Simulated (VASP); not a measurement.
A run of VASP 6.6.1 is set up as follows.

File INCAR:

```
SYSTEM = Mg5Te2
  ALGO = Fast
  EDIFF = 1E-7
  ENCUT = 520
  GGA = PE
  ISIF = 2
  ISMEAR = 0
  LASPH = .True.
  LCHARG = .False.
  LREAL = .False.
  LWAVE = .False.
  NBANDS = 20
  NELM = 60
  PREC = Accurate
  SIGMA = 0.1
```

The input KPOINTS:

```
k-points
0
Gamma
  6 6 6
  0 0 0
```

The input POSCAR:

```
Mg5Te2
1.0
    3.0967943444      1.7879350484      5.4139916546
   -3.0967943444      1.7879350484      5.4139916546
    0.0000000000     -3.5758700967      5.4139916546
Mg Te
5 2
Direct
    0.1774098062      0.1774098062      0.1774098062
    0.8225901938      0.8225901938      0.8225901938
    0.5000000000      0.5000000000      0.0000000000
    0.0000000000      0.5000000000      0.5000000000
    0.5000000000      0.0000000000      0.5000000000
    0.0000000000      0.0000000000      0.0000000000
    0.5000000000      0.5000000000      0.5000000000
```

Potentials or basis: VASP PAW PBE potentials, release 64 (Mg, Te).

Launch:

```console
$ cat potpaw_PBE.64/Mg/POTCAR potpaw_PBE.64/Te/POTCAR > POTCAR
$ mpirun -np 1 vasp_std > vasp.out
```

**Question.** Estimate the largest force.

**Answer.** 0.008 eV/Å.

**Question.** Predict the pressure.

**Answer.** -0.1 GPa.

Forces on the atoms (eV/Å):
```
Mg   0.000  0.000  0.008
Mg   0.000  0.000 -0.008
Mg   0.000  0.000  0.000
Mg   0.000  0.000  0.000
Mg   0.000  0.000  0.000
Te   0.000  0.000  0.000
Te   0.000  0.000  0.000
```
